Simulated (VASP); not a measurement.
A run of VASP 6.6.1 is set up as follows.

Contents of INCAR:

```
SYSTEM = NaH6Rh
PREC     = Accurate       ! precision mode
ENCUT    = 520            ! plane-wave cutoff, eV
EDIFF    = 1E-6           ! SCF threshold, eV
ISMEAR   = 0              ! smearing method
SIGMA    = 0.1            ! smearing width, eV
LREAL    = .FALSE.        ! projectors in reciprocal space
LASPH    = .TRUE.         ! aspherical terms in the spheres
NELM     = 80             ! most SCF steps
ALGO     = Normal         ! electronic algorithm
ISIF     = 2              ! what is computed and relaxed
LWAVE    = .FALSE.        ! write WAVECAR
LCHARG   = .FALSE.        ! write CHGCAR
GGA      = PE             ! functional
NBANDS   = 24             ! bands
```

File KPOINTS:

```
regular mesh
0
G
  4 4 4
  0 0 0
```

The input POSCAR:

```
NaH6Rh
1.0
    4.4055609400      0.0000000000      0.0000000000
    0.0000000000      4.4055609400      0.0000000000
    0.0000000000      0.0000000000      4.4055609400
Na H Rh
1 6 1
Direct
    0.5000000000      0.5000000000      0.5000000000
    0.0000000000      0.5000000000      0.7499499900
    0.5000000000      0.2500500100      0.0000000000
    0.7499499900      0.0000000000      0.5000000000
    0.0000000000      0.5000000000      0.2500500100
    0.5000000000      0.7499499900      0.0000000000
    0.2500500100      0.0000000000      0.5000000000
    0.0000000000      0.0000000000      0.0000000000
```

Potentials or basis: VASP PAW PBE potentials, release 64 (Na_pv, H, Rh_pv).

The run is started by

```bash
$ cat potpaw_PBE.64/Na_pv/POTCAR potpaw_PBE.64/H/POTCAR potpaw_PBE.64/Rh_pv/POTCAR > POTCAR
$ mpirun -np 1 vasp_std > vasp.out
```

(1) Predict the largest force.

(2) Predict the pressure.

Answers

(1) 0.732 eV/Å.

(2) -18.3 GPa.

Caveat: the cell stands under tension.
